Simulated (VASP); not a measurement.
# PbS (Galena) (Fm-3m) in VASP: vibrations by perturbation theory with PBE

Aim: the vibrations by perturbation theory of PbS (Galena) with PBE.

All numbers are computed with VASP 6.6.1; they aren't measurements. Logs are shortened: lines on timing, memory, paths and dates and some standing lists are left out, and cuts for length are marked.

## Step 1: The cell of the first run

The structure is cubic, space group Fm-3m (No. 225). Conventional cell: a = 5.931 Å, b = 5.931 Å, c = 5.931 Å, α = 90.00°, β = 90.00°, γ = 90.00°. Within 3.9 Å of Pb (site symmetry m-3m) lie 6 S at 2.97 Å. S (site symmetry m-3m) has 6 Pb at 2.97 Å within 3.9 Å.

## Step 2: Vibrations by perturbation theory, PBE

INCAR

```
SYSTEM = PbS
  PREC = Accurate
  ENCUT = 520
  EDIFF = 1E-8
  ISMEAR = 0
  SIGMA = 0.01
  LREAL = .FALSE.
  LASPH = .TRUE.
  NELM = 80
  ALGO = Normal
  ISIF = 2
  LWAVE = .FALSE.
  LCHARG = .FALSE.
  GGA = PE
  NBANDS = 17
  IBRION = 8
  NSW = 1
```

KPOINTS

```
Automatic mesh
0
G
  6 6 6
  0 0 0
```

POSCAR

```
PbS
1.0
    0.0000000000      2.9657500000      2.9657500000
    2.9657500000      0.0000000000      2.9657500000
    2.9657500000      2.9657500000      0.0000000000
Pb S
1 1
Direct
    0.0000000000      0.0000000000      0.0000000000
    0.5000000000      0.5000000000      0.5000000000
```

Potentials or basis: VASP PAW PBE potentials, release 64 (Pb_d, S).

Command:

```
> cat potpaw_PBE.64/Pb_d/POTCAR potpaw_PBE.64/S/POTCAR > POTCAR
> mpirun -np 1 vasp_std > vasp.out
```

OUTCAR:

```text
SYSTEM = PbS
   PREC = Accurate
   ENCUT = 520
   EDIFF = 1E-8
   ISMEAR = 0
   LREAL = .FALSE.
   LASPH = .TRUE.
   NELM = 80
   ISIF = 2
   GGA = PE
   IBRION = 8
   NSW = 1

 ion  position               nearest neighbor table
   1  0.000  0.000  0.000-   2 2.97   2 2.97   2 2.97   2 2.97   2 2.97   2 2.97
   2  0.500  0.500  0.500-   1 2.97   1 2.97   1 2.97   1 2.97   1 2.97   1 2.97

  LATTYP: Found a face centered cubic cell.
 ALAT       =     5.9315000000

  Lattice vectors:

 A1 = (   0.0000000000,   2.9657500000,   2.9657500000)
 A2 = (   2.9657500000,   0.0000000000,   2.9657500000)
 A3 = (   2.9657500000,   2.9657500000,   0.0000000000)

Analysis of symmetry for initial positions (statically):
=====================================================================
 Subroutine PRICEL returns:
 Original cell was already a primitive cell.

 Routine SETGRP: Setting up the symmetry group for a
 face centered cubic supercell.

 Subroutine GETGRP returns: Found 48 space group operations
 (whereof 48 operations were pure point group operations)
 out of a pool of 48 trial point group operations.

The static configuration has the point symmetry O_h .

Analysis of symmetry for dynamics (positions and initial velocities):
=====================================================================
 Subroutine PRICEL returns:
 Original cell was already a primitive cell.

 Routine SETGRP: Setting up the symmetry group for a
 face centered cubic supercell.

 Subroutine GETGRP returns: Found 48 space group operations
 (whereof 48 operations were pure point group operations)
 out of a pool of 48 trial point group operations.

The dynamic configuration has the point symmetry O_h .

 Subroutine INISYM returns: Found 48 space group operations
 (whereof 48 operations are pure point group operations),
 and found     1 'primitive' translations

----------------------------------------------------------------------------------------

                                     Primitive cell

  volume of cell :      52.1715

  direct lattice vectors                    reciprocal lattice vectors
     0.000000000  2.965750000  2.965750000    -0.168591419  0.168591419  0.168591419
     2.965750000  0.000000000  2.965750000     0.168591419 -0.168591419  0.168591419
     2.965750000  2.965750000  0.000000000     0.168591419  0.168591419 -0.168591419

  length of vectors
     4.194203873  4.194203873  4.194203873     0.292008903  0.292008903  0.292008903

  position of ions in fractional coordinates (direct lattice)
     0.000000000  0.000000000  0.000000000
     0.500000000  0.500000000  0.500000000

  ion indices of the primitive-cell ions
   primitive index   ion index
                 1           1
                 2           2

----------------------------------------------------------------------------------------

 KPOINTS: Automatic mesh

Automatic generation of k-mesh.
 Grid dimensions read from file:
 generate k-points for:    6    6    6

 Generating k-lattice:

  Cartesian coordinates                     Fractional coordinates (reciprocal lattice)
    -0.028098570  0.028098570  0.028098570     0.166666667  0.000000000  0.000000000
     0.028098570 -0.028098570  0.028098570     0.000000000  0.166666667  0.000000000
     0.028098570  0.028098570 -0.028098570     0.000000000  0.000000000  0.166666667

  Length of vectors
     0.048668150  0.048668150  0.048668150

  Shift w.r.t. Gamma in fractional coordinates (k-lattice)
     0.000000000  0.000000000  0.000000000

 Subroutine IBZKPT returns following result:
 ===========================================

 Found     16 irreducible k-points:

 Following reciprocal coordinates:
            Coordinates               Weight
  0.000000  0.000000  0.000000      1.000000
  0.166667  0.000000  0.000000      8.000000
  0.333333  0.000000  0.000000      8.000000
  0.500000  0.000000  0.000000      4.000000
  0.166667  0.166667  0.000000      6.000000
  0.333333  0.166667  0.000000     24.000000
[... 8 lines left out ...]
 -0.333333  0.333333  0.166667     24.000000
 -0.333333  0.500000  0.166667     12.000000
   k-points           NKPTS =     16   k-points in BZ     NKDIM =     16   number of bands    NBANDS=     17
   number of dos      NEDOS =    301   number of ions     NIONS =      2
   total plane-waves  NPLWV =  32768
   dimension x,y,z NGX =    32 NGY =   32 NGZ =   32
   dimension x,y,z NGXF=    64 NGYF=   64 NGZF=   64
   ions per type =               1   1
   NGX,Y,Z   is equivalent  to a cutoff of  12.68, 12.68, 12.68 a.u.
   NGXF,Y,Z  is equivalent  to a cutoff of  25.37, 25.37, 25.37 a.u.
 SYSTEM =  PbS
   PREC   = accura    normal or accurate (medium, high low for compatibility)
   ISTART =      0    job   : 0-new  1-cont  2-samecut
   ICHARG =      2    charge: 1-file 2-atom 10-const
   ISPIN  =      1    spin polarized calculation?
   LNONCOLLINEAR =      F non collinear calculations
   LSORBIT =      F    spin-orbit coupling
   LASPH  =      T    aspherical Exc in radial PAW
   ENCUT  =  520.0 eV  38.22 Ry    6.18 a.u.   7.80  7.80  7.80*2*pi/ulx,y,z
   NELM   =     80;   NELMIN=  2; NELMDL= -5     # of ELM steps
   EDIFF  = 0.1E-07   stopping-criterion for ELM
   LREAL  =      F    real-space projection
   EDIFFG = 0.1E-06   stopping-criterion for IOM
   NSW    =      1    number of steps for IOM
   IBRION =      8    ionic relax: 0-MD 1-quasi-New 2-CG
   NFREE  =      0    steps in history (QN), initial steepest desc. (CG)
   ISIF   =      2    stress and relaxation
   ISYM   =      2    0-nonsym 1-usesym 2-fastsym
   POTIM  = 0.5000    time-step for ionic-motion
   TEBEG  =    0.0;   TEEND  =   0.0 temperature during run
   PSTRESS=    0.0 pullay stress
   NELECT =      20.0000    total number of electrons
   NUPDOWN=      -1.0000    fix difference up-down
   EMIN   =  10.00;   EMAX   =-10.00  energy-range for DOS
   EFERMI =   0.00;   METHOD = LEGACY
   ISMEAR =     0;   SIGMA  =   0.01  broadening in eV -4-tet -1-fermi 0-gaus
   EFERMI_NEDOS =   21; number of points for ismear=-14 and -15
   IALGO  =     38    algorithm
   IMIX   =      4    mixing-type and parameters
     AMIX     =   0.40;   BMIX     =  1.00
     AMIX_MAG =   1.60;   BMIX_MAG =  1.00
  volume/ion in A,a.u.               =      26.09       176.04
  Fermi-wavevector in a.u.,A,eV,Ry     =   1.189251  2.247359 19.242973  1.414319
  Thomas-Fermi vector in A             =   2.325363
   LORBIT       =      0    0 simple, 1 ext, 2 COOP (PROOUT), +10 PAW based schemes
   GGA     = PE    functional components
   LHFCALC =     F    Hartree Fock is set to
   AEXX    =    0.0000 exact exchange contribution
   IVDW    =     0    specifies the selected vdW correction
   LEPSILON=     F    determine dielectric tensor
   LRPA    =     F    only Hartree local field effects (RPA)
 non-spin polarized calculation
 Gauss-broadening in eV      SIGMA  =   0.01
  energy-cutoff  :      520.00
  volume of cell :       52.17
 maximum number of plane-waves:      1420
   NGX = 15   NGY = 15   NGZ = 15

--------------------------------------- Ionic step        1  -------------------------------------------

 number of electron      19.9999998 magnetization

 Free energy of the ion-electron system (eV)
  ---------------------------------------------------
  ext. energy  EPLUGINS =         0.00000000
  ---------------------------------------------------
  free energy    TOTEN  =        -8.75756464 eV

  energy without entropy =       -8.75756464  energy(sigma->0) =       -8.75756464

 E-fermi :   5.9502     XC(G=0):  -9.6831

 val. band max:        5.8208931583   @ k =   0.5000   0.0000   0.0000
 cond. band min:       6.1863429860   @ k =   0.5000   0.0000   0.0000
 fundamental gap:      0.3654498277
 Fermi energy:         5.9502365465

 k-point     1 :       0.0000    0.0000    0.0000
  band No.  band energies     occupation
      1     -11.0009      2.00000
      2     -11.0009      2.00000
      3     -11.0009      2.00000
      4     -10.9846      2.00000
      5     -10.9846      2.00000
      6      -7.7773      2.00000
[... 299 lines left out ...]
      6      -6.0762      2.00000
[... 9 lines left out ...]
     16      17.6647      0.00000
     17      18.0751      0.00000

------------------------ aborting loop because EDIFF is reached ----------------------------------------

  FORCE on cell =-STRESS in cart. coord.  units (eV):
  Direction    XX          YY          ZZ          XY          YZ          ZX
  --------------------------------------------------------------------------------------
  -------------------------------------------------------------------------------------
  Total        0.6962009      0.6962009      0.6962009     -0.0000000      0.0000000     -0.0000000
  in kB       21.3801905     21.3801905     21.3801905     -0.0000000      0.0000000     -0.0000000
  external PRESSURE =      21.3801905 kB  Pullay stress =       0.0000000 kB

 VOLUME and BASIS-vectors are now :
 -----------------------------------------------------------------------------
  energy-cutoff  :      520.00
  volume of cell :       52.17
      direct lattice vectors                 reciprocal lattice vectors
     0.000000000  2.965750000  2.965750000    -0.168591419  0.168591419  0.168591419
     2.965750000  0.000000000  2.965750000     0.168591419 -0.168591419  0.168591419
     2.965750000  2.965750000  0.000000000     0.168591419  0.168591419 -0.168591419

 POSITION                                       TOTAL-FORCE (eV/Angst)
 -----------------------------------------------------------------------------------
      0.00000      0.00000      0.00000        -0.000000      0.000000     -0.000000
      2.96575      2.96575      2.96575         0.000000     -0.000000      0.000000
 -----------------------------------------------------------------------------------
    total drift:                                0.000000     -0.000000     -0.000000

  FREE ENERGIE OF THE ION-ELECTRON SYSTEM (eV)
  ---------------------------------------------------
  free  energy   TOTEN  =        -8.7575646392 eV

  energy  without entropy=       -8.7575646392  energy(sigma->0) =       -8.75756464

[... ionic steps 2 to 3 ...]

--------------------------------------- Ionic step        4  -------------------------------------------

------------------------ aborting loop because EDIFF is reached ----------------------------------------

[... ionic steps 5 to 6 ...]

--------------------------------------- Ionic step        7  -------------------------------------------

 Free energy of the ion-electron system (eV)
  ---------------------------------------------------
  ---------------------------------------------------
  free energy    TOTEN  =        -0.10851588 eV

  energy without entropy =       -0.10851588

------------------------ aborting loop because EDIFF is reached ----------------------------------------

 INTERNAL STRAIN TENSOR  FOR ION    2  DIRECTION 1   (eV/Angst):
 -----------------------------------------------------------------------------
    -0.00497  0.00000  0.00000
     0.00000  0.00847  0.00000
    -0.00000  0.00000  0.00847

 INTERNAL STRAIN TENSOR FOR ION    2 for displacements in x,y,z  (eV/Angst):
          X           Y           Z          XY          YZ          ZX
  --------------------------------------------------------------------------------
  x     0.00000     0.00000     0.00000     0.00000     0.00000     0.00000
  y     0.00000     0.00000     0.00000     0.00000     0.00000     0.00000
  z     0.00000     0.00000     0.00000     0.00000     0.00000     0.00000

 SECOND DERIVATIVES (NOT SYMMETRIZED)
 ------------------------------------
               1X          1Y          1Z          2X          2Y          2Z
  1X    -0.301354    0.000000    0.000000    0.301354    0.000000    0.000000
  1Y     0.000000   -0.301354    0.000000    0.000000    0.301354    0.000000
  1Z     0.000000    0.000000   -0.301354    0.000000    0.000000    0.301354
  2X     0.305620    0.000000    0.000000   -0.305620    0.000000    0.000000
  2Y     0.000000    0.305620    0.000000    0.000000   -0.305620    0.000000
  2Z     0.000000    0.000000    0.305620    0.000000    0.000000   -0.305620

 Eigenvectors and eigenvalues of the dynamical matrix
 ----------------------------------------------------

   1 f  =    1.638550 THz    10.295314 2PiTHz   54.656150 cm-1     6.776496 meV
             X         Y         Z           dx          dy          dz
      0.000000  0.000000  0.000000     0.000000    0.363867    0.000000
      2.965750  2.965750  2.965750     0.000000   -0.931451    0.000000
[... 21 lines left out ...]
   6 f/i=    0.003903 THz     0.024525 2PiTHz    0.130198 cm-1     0.016142 meV
             X         Y         Z           dx          dy          dz
      0.000000  0.000000  0.000000     0.000000   -0.931451    0.000000
      2.965750  2.965750  2.965750     0.000000   -0.363867    0.000000

--------------------------------------------------------------------------------------------------------

 ELASTIC MODULI CONTR FROM IONIC RELAXATION (kBar)
 Direction    XX          YY          ZZ          XY          YZ          ZX
 --------------------------------------------------------------------------------
 XX           0.0000      0.0000      0.0000      0.0000      0.0000      0.0000
 YY           0.0000      0.0000      0.0000      0.0000      0.0000      0.0000
 ZZ           0.0000      0.0000      0.0000      0.0000      0.0000      0.0000
 XY           0.0000      0.0000      0.0000      0.0000      0.0000      0.0000
 YZ           0.0000      0.0000      0.0000      0.0000      0.0000      0.0000
 ZX           0.0000      0.0000      0.0000      0.0000      0.0000      0.0000
 --------------------------------------------------------------------------------
```

Run time: 96 s. Hardware: 1 thread of Intel Xeon Platinum 8259CL at 2.50GHz (Skylake/Cascade Lake), shared host; peak memory 0.25 GiB.

What came out:

- Highest phonon frequency at Γ, LO-TO splitting left out: 55 cm⁻¹

Phonon frequencies in cm⁻¹ (negative: imaginary):
| q point | frequencies |
| --- | --- |
| (0.000, 0.000, 0.000) | 0 0 0 55 55 55 |

Caveat: the cell wasn't relaxed at this level first, which shifts response properties; spin-orbit coupling is left out, which moves the levels of the heavy elements.
